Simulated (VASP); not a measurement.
CuAu: single point with PBE

The system is CuAu.

```
Au Cu
1.0
     1.42159    0.82076    4.36556
    -1.42159    0.82076    4.36556
     0.00000   -1.64151    4.36556
Au Cu
1 1
Direct
  0.00000 0.00000 0.00000
  0.50000 0.50000 0.50000
```

- Program: VASP 6.6.1
- Task: single point
- Functional: PBE
- Potentials or basis: VASP PAW PBE potentials, release 64 (Au, Cu)
- Cutoff: 520 eV
- k mesh: 11 × 11 × 11
- Occupations: fermi-dirac, width 0.05 eV
- Spin: no spin polarisation
- Dipole correction: no
- Further INCAR settings: ALGO = Fast; EDIFF = 1e-07; NBANDS = 18

The pressure is 0.1 GPa. The band gap on the k mesh is zero (bands 11 and 12 overlap by 4.28 eV).

Stress tensor (GPa, compression positive):
```
0.04 0.00 0.00
0.00 0.04 0.00
0.00 0.00 0.16
```

Levels at points of the mesh, in eV from the Fermi level:
```csv
k point,band 9,band 10,band 11,band 12,band 13,band 14
"(0.00, 0.00, 0.00)",-2.25,-1.64,-1.64,-0.48,3.97,14.78
```

It took 6.1 min on 1 thread of Intel Xeon 8259CL, on a shared host, peak memory 0.27 GiB.

Caveat: spin-orbit coupling is left out, which moves the levels of the heavy elements.
